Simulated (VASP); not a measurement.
# MoS2 (P-6m2) in VASP: G0W0 quasiparticle levels with LDA

Aim: the G0W0 quasiparticle levels of MoS2 with LDA.

Program: VASP 6.6.1. These are calculated values, not measurements. Logs are shortened: lines on timing, memory, paths and dates and some standing lists are left out, and cuts for length are marked.

### 1 The cell of the first run

The structure is hexagonal, space group P-6m2 (No. 187). The conventional cell has a = 3.171 Å, b = 3.171 Å, c = 6.810 Å, α = 90.00°, β = 90.00°, γ = 120.00°. Within 3.2 Å of Mo (site symmetry -6m2) lie 6 S at 2.40 Å and 6 Mo at 3.17 Å. S (site symmetry 3m) has 3 Mo at 2.40 Å and 7 S at 3.11 to 3.17 Å within 3.2 Å.

### 2 G0W0 quasiparticle levels, LDA

The input, POSCAR:

```
MoS2
1.0
    3.1710519965      0.0000000000      0.0000000000
   -1.5855259982      2.7462115857      0.0000000000
    0.0000000000      0.0000000000      6.8096889090
Mo S
1 2
Direct
    0.0000000000      0.0000000000      0.0000000000
    0.3333333333      0.6666666667      0.2285702679
    0.3333333333      0.6666666667      0.7714297321
```

The input, INCAR.step1:

```
SYSTEM = MoS2
ALGO     = Normal         ! electronic algorithm
EDIFF    = 1E-8           ! SCF threshold, eV
ENCUT    = 500            ! plane-wave cutoff, eV
GGA      = CA             ! functional
ISMEAR   = 0              ! smearing method
LASPH    = .True.         ! aspherical terms in the spheres
LCHARG   = .False.        ! write CHGCAR
LREAL    = .False.        ! projectors in reciprocal space
LWAVE    = .True.         ! write WAVECAR
NELM     = 80             ! most SCF steps
PREC     = Accurate       ! precision mode
SIGMA    = 0.01           ! smearing width, eV
```

The input, INCAR.step2:

```
SYSTEM = MoS2
ALGO     = Exact          ! electronic algorithm
EDIFF    = 1E-8           ! SCF threshold, eV
ENCUT    = 500            ! plane-wave cutoff, eV
GGA      = CA             ! functional
ISMEAR   = 0              ! smearing method
ISTART   = 1            
LASPH    = .True.         ! aspherical terms in the spheres
LCHARG   = .False.        ! write CHGCAR
LOPTICS  = .True.         ! frequency-dependent dielectric function
LREAL    = .False.        ! projectors in reciprocal space
LWAVE    = .True.         ! write WAVECAR
NBANDS   = 236            ! bands
NELM     = 1              ! most SCF steps
PREC     = Accurate       ! precision mode
SIGMA    = 0.01           ! smearing width, eV
```

The input, INCAR.step3:

```
SYSTEM = MoS2
ALGO     = EVGW0          ! electronic algorithm
EDIFF    = 1E-8           ! SCF threshold, eV
ENCUT    = 500            ! plane-wave cutoff, eV
ENCUTGW  = 140.0          ! cutoff of the response function
GGA      = CA             ! functional
ISMEAR   = 0              ! smearing method
ISTART   = 1            
LASPH    = .True.         ! aspherical terms in the spheres
LCHARG   = .False.        ! write CHGCAR
LREAL    = .False.        ! projectors in reciprocal space
LWAVE    = .False.        ! write WAVECAR
NBANDS   = 236            ! bands
NBANDSGW = 21           
NELMGW   = 1            
NOMEGA   = 96             ! frequency points
OMEGAMAX = 20           
PREC     = Accurate       ! precision mode
PRECFOCK = Fast         
SIGMA    = 0.01           ! smearing width, eV
```

The input, KPOINTS:

```
k-points
0
Gamma
  6 6 2
  0 0 0
```

Potentials or basis: VASP PAW LDA potentials, release 64 (Mo_sv_GW, S_GW).

Launch:

```
cat potpaw_LDA.64/Mo_sv_GW/POTCAR potpaw_LDA.64/S_GW/POTCAR > POTCAR
cp INCAR.step1 INCAR
mpirun -np 1 vasp_std > vasp.out
cp INCAR.step2 INCAR
mpirun -np 1 vasp_std > vasp.out
cp INCAR.step3 INCAR
mpirun -np 1 vasp_std > vasp.out
```

OUTCAR:

```text
SYSTEM = MoS2
   EDIFF = 1E-8
   ENCUT = 500
   ENCUTGW = 140.0
   GGA = CA
   ISMEAR = 0
   ISTART = 1
   LASPH = .True.
   LREAL = .False.
   NELMGW = 1
   PREC = Accurate
   PRECFOCK = Fast

 ion  position               nearest neighbor table
   1  0.000  0.000  0.000-   2 2.40   3 2.40   2 2.40   3 2.40   2 2.40   3 2.40
   2  0.333  0.667  0.229-   1 2.40   1 2.40   1 2.40
   3  0.333  0.667  0.771-   1 2.40   1 2.40   1 2.40

  LATTYP: Found a hexagonal cell.
 ALAT       =     3.1710519965
 C/A-ratio  =     2.1474541939

  Lattice vectors:

 A1 = (   3.1710519965,   0.0000000000,   0.0000000000)
 A2 = (  -1.5855259982,   2.7462115857,   0.0000000000)
 A3 = (   0.0000000000,   0.0000000000,   6.8096889090)

Analysis of symmetry for initial positions (statically):
=====================================================================
 Subroutine PRICEL returns:
 Original cell was already a primitive cell.

 Routine SETGRP: Setting up the symmetry group for a
 hexagonal supercell.

 Subroutine GETGRP returns: Found 12 space group operations
 (whereof 12 operations were pure point group operations)
 out of a pool of 24 trial point group operations.

The static configuration has the point symmetry D_3h.

Analysis of symmetry for dynamics (positions and initial velocities):
=====================================================================
 Subroutine PRICEL returns:
 Original cell was already a primitive cell.

 Routine SETGRP: Setting up the symmetry group for a
 hexagonal supercell.

 Subroutine GETGRP returns: Found 12 space group operations
 (whereof 12 operations were pure point group operations)
 out of a pool of 24 trial point group operations.

The dynamic configuration has the point symmetry D_3h.

 Subroutine INISYM returns: Found 12 space group operations
 (whereof 12 operations are pure point group operations),
 and found     1 'primitive' translations

----------------------------------------------------------------------------------------

                                     Primitive cell

  volume of cell :      59.3014

  direct lattice vectors                    reciprocal lattice vectors
     3.171051997  0.000000000  0.000000000     0.315352760  0.182069001  0.000000000
    -1.585525998  2.746211586  0.000000000     0.000000000  0.364138002  0.000000000
     0.000000000  0.000000000  6.809688909     0.000000000  0.000000000  0.146849586

  length of vectors
     3.171051997  3.171051996  6.809688909     0.364138002  0.364138002  0.146849586

  position of ions in fractional coordinates (direct lattice)
     0.000000000  0.000000000  0.000000000
     0.333333333  0.666666667  0.228570268
     0.333333333  0.666666667  0.771429732

  ion indices of the primitive-cell ions
   primitive index   ion index
                 1           1
                 2           2
                 3           3

----------------------------------------------------------------------------------------

 KPOINTS: k-points

Automatic generation of k-mesh.
 Grid dimensions read from file:
 generate k-points for:    6    6    2

 Generating k-lattice:

  Cartesian coordinates                     Fractional coordinates (reciprocal lattice)
     0.052558793  0.030344834  0.000000000     0.166666667 -0.000000000  0.000000000
     0.000000000  0.060689667  0.000000000     0.000000000  0.166666667  0.000000000
     0.000000000  0.000000000  0.073424793     0.000000000  0.000000000  0.500000000

  Length of vectors
     0.060689667  0.060689667  0.073424793

  Shift w.r.t. Gamma in fractional coordinates (k-lattice)
     0.000000000  0.000000000  0.000000000

 Subroutine IBZKPT returns following result:
 ===========================================

 Found     14 irreducible k-points:

 Following reciprocal coordinates:
            Coordinates               Weight
  0.000000  0.000000  0.000000      1.000000
  0.166667  0.000000  0.000000      6.000000
  0.333333  0.000000  0.000000      6.000000
  0.500000  0.000000  0.000000      3.000000
  0.166667  0.166667  0.000000      6.000000
  0.333333  0.166667  0.000000     12.000000
  0.333333  0.333333  0.000000      2.000000
  0.000000  0.000000  0.500000      1.000000
  0.166667  0.000000  0.500000      6.000000
  0.333333  0.000000  0.500000      6.000000
  0.500000  0.000000  0.500000      3.000000
  0.166667  0.166667  0.500000      6.000000
  0.333333  0.166667  0.500000     12.000000
  0.333333  0.333333  0.500000      2.000000
   k-points           NKPTS =     14   k-points in BZ     NKDIM =     72   number of bands    NBANDS=    236
   number of dos      NEDOS =    301   number of ions     NIONS =      3
   total plane-waves  NPLWV =  28800
   dimension x,y,z NGX =    24 NGY =   24 NGZ =   50
   dimension x,y,z NGXF=    48 NGYF=   48 NGZF=  100
   ions per type =               1   2
   NGX,Y,Z   is equivalent  to a cutoff of  12.58, 12.58, 12.21 a.u.
   NGXF,Y,Z  is equivalent  to a cutoff of  25.16, 25.16, 24.41 a.u.
 SYSTEM =  MoS2
   PREC   = accura    normal or accurate (medium, high low for compatibility)
   ISTART =      1    job   : 0-new  1-cont  2-samecut
   ICHARG =      0    charge: 1-file 2-atom 10-const
   ISPIN  =      1    spin polarized calculation?
   LNONCOLLINEAR =      F non collinear calculations
   LSORBIT =      F    spin-orbit coupling
   LASPH  =      T    aspherical Exc in radial PAW
   ENCUT  =  500.0 eV  36.75 Ry    6.06 a.u.   5.78  5.78 12.42*2*pi/ulx,y,z
   NELM   =     60;   NELMIN=  2; NELMDL=  0     # of ELM steps
   EDIFF  = 0.1E-07   stopping-criterion for ELM
   LREAL  =      F    real-space projection
   EDIFFG = 0.1E-06   stopping-criterion for IOM
   NSW    =      0    number of steps for IOM
   IBRION =     -1    ionic relax: 0-MD 1-quasi-New 2-CG
   NFREE  =      0    steps in history (QN), initial steepest desc. (CG)
   ISIF   =      0    stress and relaxation
   ISYM   =      3    0-nonsym 1-usesym 2-fastsym
   POTIM  = 0.5000    time-step for ionic-motion
   TEBEG  =    0.0;   TEEND  =   0.0 temperature during run
   PSTRESS=    0.0 pullay stress
   NELECT =      26.0000    total number of electrons
   NUPDOWN=      -1.0000    fix difference up-down
   EMIN   =  10.00;   EMAX   =-10.00  energy-range for DOS
   EFERMI =   0.00;   METHOD = LEGACY
   ISMEAR =     0;   SIGMA  =   0.01  broadening in eV -4-tet -1-fermi 0-gaus
   EFERMI_NEDOS =   21; number of points for ismear=-14 and -15
   IALGO  =     38    algorithm
   IMIX   =      4    mixing-type and parameters
     AMIX     =   0.40;   BMIX     =  1.00
     AMIX_MAG =   1.60;   BMIX_MAG =  1.00
  volume/ion in A,a.u.               =      19.77       133.40
  Fermi-wavevector in a.u.,A,eV,Ry     =   1.243687  2.350228 21.044909  1.546757
  Thomas-Fermi vector in A             =   2.377987
   LORBIT       =      0    0 simple, 1 ext, 2 COOP (PROOUT), +10 PAW based schemes
   GGA     = CA    functional components
   LHFCALC =     T    Hartree Fock is set to
   PRECFOCK=fast      Normal, Fast or Accurate (Low or Medium for compatibility)
   ENCUT4O =  -1.0   cutoff for four orbital integrals eV
   NKREDX  =     1    reduce k-point grid by
   NKREDY  =     1    reduce k-point grid by
   NKREDZ  =     1    reduce k-point grid by
   AEXX    =    1.0000 exact exchange contribution
   HFSCREEN=    0.0000 screening length (either q_TF or 0.3 A-1)
   HFSCREENC=   0.0000 screening length for correlation (either q_TF or 0.3 A-1)
   ENCUTFOCK=  -1.0 apply spherical cutoff to Coloumb kernel
   IVDW    =     0    specifies the selected vdW correction
   LEPSILON=     F    determine dielectric tensor
   LRPA    =     F    only Hartree local field effects (RPA)
   LRPAFORCE           =     F    calculate RPA forces
   ENCUTGW             = 140.0    cutoff for response function in eV
   ENCUTGWSOFT         = 112.0    soft cutoff for Coulomb kernel in GW response function in eV
   ENCUTLF             =  -1.0    cutoff for local field effects
   NELMGW              =     1    number of iterations in solving QP/BSE equation
   NELMHF              =     1    number of iterations in the inner HF iteration
   NKREDLFX            =     1    NKREDLFY  =   1   NKREDLFZ  =   1
 non-spin polarized calculation
 Gauss-broadening in eV      SIGMA  =   0.01
  energy-cutoff  :      500.00
  volume of cell :       59.30
 maximum number of plane-waves:      1514
 NGX is ok and might be reduce to    24
  NGX = 14; NGY = 14; NGZ = 30
   NGX = 11   NGY = 11   NGZ = 25
 maximum number of plane-waves:       243
 NGX is ok and might be reduce to    14

 QP shifts <psi_nk| G(iteration)W_0 |psi_nk>: iteration 1
 for sc-GW calculations column KS-energies equals QP-energies in previous step
 and V_xc(KS)=  KS-energies - (<T + V_ion + V_H > + <T+V_H+V_ion>^1  + <V_x>^1)

 k-point   1 :       0.0000    0.0000    0.0000
  band No.  KS-energies  QP-energies   sigma(KS)   V_xc(KS)     V^pw_x(r,r')   Z            occupation Imag(sigma)

      1     -55.1502     -55.5084     -23.7749     -23.1574     -39.1502       0.5802       2.0000       1.4344
      2     -29.4960     -29.7164     -22.6010     -22.2397     -32.6276       0.6101       2.0000       0.9815
      3     -29.2579     -29.4726     -22.8189     -22.4658     -32.5903       0.6081       2.0000       0.6526
      4     -29.2579     -29.4726     -22.8189     -22.4658     -32.5903       0.6081       2.0000       0.6526
      5      -8.7578      -8.8582     -13.7270     -13.5633     -21.6557       0.6133       2.0000       1.0893
      6      -7.3021      -7.5897     -14.3583     -13.9182     -21.4990       0.6533       2.0000       0.9701
[... 13 lines left out ...]
     20      14.4535      14.9453     -11.1651     -11.8060      -5.8206       0.7673       0.0000      -0.1698
     21      15.9886      16.4885     -11.6360     -12.2919      -5.6918       0.7621       0.0000      -0.3783

 k-point   2 :       0.1667    0.0000    0.0000
  band No.  KS-energies  QP-energies   sigma(KS)   V_xc(KS)     V^pw_x(r,r')   Z            occupation Imag(sigma)

      1     -55.1401     -55.5011     -23.7839     -23.1651     -39.1493       0.5835       2.0000       1.4345
      2     -29.4762     -29.7029     -22.6332     -22.2615     -32.6318       0.6099       2.0000       0.9491
      3     -29.3588     -29.5572     -22.7006     -22.3735     -32.5910       0.6066       2.0000       0.7431
      4     -29.2809     -29.4936     -22.7965     -22.4468     -32.5926       0.6083       2.0000       0.6701
      5      -8.3534      -8.5065     -13.9440     -13.6983     -21.6249       0.6233       2.0000       1.0261
      6      -7.1458      -7.4266     -14.4271     -14.0018     -21.5221       0.6602       2.0000       0.9522
[... 13 lines left out ...]
     20      15.0429      15.5186     -11.3787     -12.0049      -5.6280       0.7597       0.0000      -0.3187
     21      15.5087      16.0001     -11.5516     -12.2010      -5.8447       0.7566       0.0000      -0.2654
[... 258 lines left out ...]
      5      -6.7800      -7.0564     -14.8430     -14.4303     -21.7003       0.6695       2.0000       0.8246
      6      -6.6389      -6.8885     -14.6728     -14.2994     -21.6343       0.6686       2.0000       0.9001
[... 13 lines left out ...]
     20      14.7654      15.1913     -11.2564     -11.8201      -5.6210       0.7556       0.0000      -0.3126
     21      15.0151      15.5355     -12.4011     -13.0881      -6.4734       0.7574       0.0000      -0.3783

 k-point  14 :       0.3333    0.3333    0.5000
  band No.  KS-energies  QP-energies   sigma(KS)   V_xc(KS)     V^pw_x(r,r')   Z            occupation Imag(sigma)

      1     -55.1044     -55.4764     -23.8166     -23.1921     -39.1460       0.5957       2.0000       1.4339
      2     -29.5557     -29.7098     -22.4559     -22.2020     -32.5632       0.6071       2.0000       0.9096
      3     -29.5096     -29.7002     -22.5613     -22.2455     -32.6309       0.6032       2.0000       0.8555
      4     -29.4059     -29.6592     -22.7489     -22.3384     -32.6410       0.6170       2.0000       0.8356
      5      -6.4875      -6.7366     -14.7857     -14.4149     -21.6943       0.6721       2.0000       0.8742
      6      -6.4836      -6.7681     -15.0141     -14.5932     -21.7359       0.6760       2.0000       0.7869
[... 13 lines left out ...]
     20      13.8206      14.0990      -8.4602      -8.8181      -3.6371       0.7777       0.0000      -0.1471
     21      15.9121      16.1581      -9.9618     -10.2876      -4.3293       0.7551       0.0000      -0.4075
```

Run time: 54 min. Hardware: 1 thread of Intel Xeon 8259CL, shared host; peak memory 0.87 GiB.

Results:

```
Quasiparticle gap                                   : 1.68 eV
Least direct quasiparticle gap                      : 2.18 eV
Band gap of the starting levels on the mesh         : 1.23 eV
Least direct gap of the starting levels on the mesh : 1.68 eV
```

Caveat: the k points lie up to 0.46 Å⁻¹ apart; bands, screening cutoff and mesh are small and nothing is extrapolated, so the quasiparticle values aren't converged.
